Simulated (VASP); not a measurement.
Here is a VASP 6.6.1 calculation.

POSCAR

```
MgB2
1.0
    3.0360869156      0.0000000000      0.0000000000
   -1.5180434578      2.6293283970      0.0000000000
    0.0000000000      0.0000000000      3.4529775513
Mg B
1 2
Direct
    0.0000000000      0.0000000000      0.0000000000
    0.3333333333      0.6666666667      0.5000000000
    0.6666666667      0.3333333333      0.5000000000
```

The input INCAR.step1:

```
ALGO = Normal
EDIFF = 1E-4
ENCUT = 520
GGA = PE
ISMEAR = 0
LASPH = T
LCHARG = F
LREAL = F
LWAVE = T
NBANDS = 11
NELM = 100
PREC = Accurate
SIGMA = 0.1
```

File INCAR.step2:

```
ALGO = Normal
EDIFF = 1E-7
ENCUT = 520
ISIF = 2
ISMEAR = 0
ISTART = 1
LASPH = T
LCHARG = F
LMIXTAU = T
LREAL = F
LWAVE = F
METAGGA = R2SCAN
NBANDS = 11
NELM = 100
PREC = Accurate
SIGMA = 0.1
```

KPOINTS

```
k-points
0
Gamma
  9 9 6
```

Potentials or basis: VASP PAW PBE potentials, release 64 (Mg, B).

Launch:

```sh
$ cat potpaw_PBE.64/Mg/POTCAR potpaw_PBE.64/B/POTCAR > POTCAR
$ cp INCAR.step1 INCAR
$ mpirun -np 1 vasp_std > vasp.out
$ cp INCAR.step2 INCAR
$ mpirun -np 1 vasp_std > vasp.out
```

**Question.** Estimate the band gap on the k mesh.

**Answer.** Zero (band 4 reaches 7.60 eV, above the bottom of band 5 at 3.45 eV).

**Question.** Estimate the pressure.

**Answer.** 5.7 GPa.

Stress tensor (GPa, compression positive):
```
5.85 0.00 0.00
0.00 5.85 0.00
0.00 0.00 5.52
```

Caveat: the PAW data sets were made with another functional, which shifts forces and pressure a little.
